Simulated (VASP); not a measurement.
A run of VASP 6.6.1 is set up as follows.

File INCAR:

```
PREC = Accurate
ENCUT = 600
EDIFF = 1E-6
ISMEAR = 0
SIGMA = 0.01
LREAL = F
LASPH = T
NELM = 100
ALGO = Normal
ISIF = 3
LWAVE = F
LCHARG = F
GGA = PS
IBRION = 2
NSW = 80
EDIFFG = -0.001
```

KPOINTS

```
Automatic mesh
0
Gamma
  12 12 6
```

Contents of POSCAR:

```
AlN
1.0
    3.1138145983      0.0000000000      0.0000000000
   -1.5569072992      2.6966425448      0.0000000000
    0.0000000000      0.0000000000      4.9833397924
Al N
2 2
Direct
    0.3333333333      0.6666666667     -0.0009977079
    0.6666666667      0.3333333333      0.4990022921
    0.3333333333      0.6666666667      0.3809977079
    0.6666666667      0.3333333333      0.8809977079
```

Potentials or basis: VASP PAW PBE potentials, release 64 (Al, N).

Run with:

```sh
$ cat potpaw_PBE.64/Al/POTCAR potpaw_PBE.64/N/POTCAR > POTCAR
$ mpirun -np 1 vasp_std > vasp.out
```

Task: What does it give for the relaxed cell?

Result: a = 3.113 Å, b = 3.113 Å, c = 4.982 Å, α = 90.00°, β = 90.00°, γ = 120.00°.

Task: Estimate the band gap on the k mesh.

Result: 4.12 eV.

Task: Predict the space group after relaxing (to 0.1 Å).

Result: P6_3mc (No. 186).

Final structure:
```
Al N
1.0
     3.11304    0.00000    0.00000
    -1.55652    2.69597    0.00000
     0.00000    0.00000    4.98222
Al N
2 2
Direct
  0.33333 0.66667 0.99900
  0.66667 0.33333 0.49900
  0.33333 0.66667 0.38100
  0.66667 0.33333 0.88100
```

 A k mesh can miss the band edges.
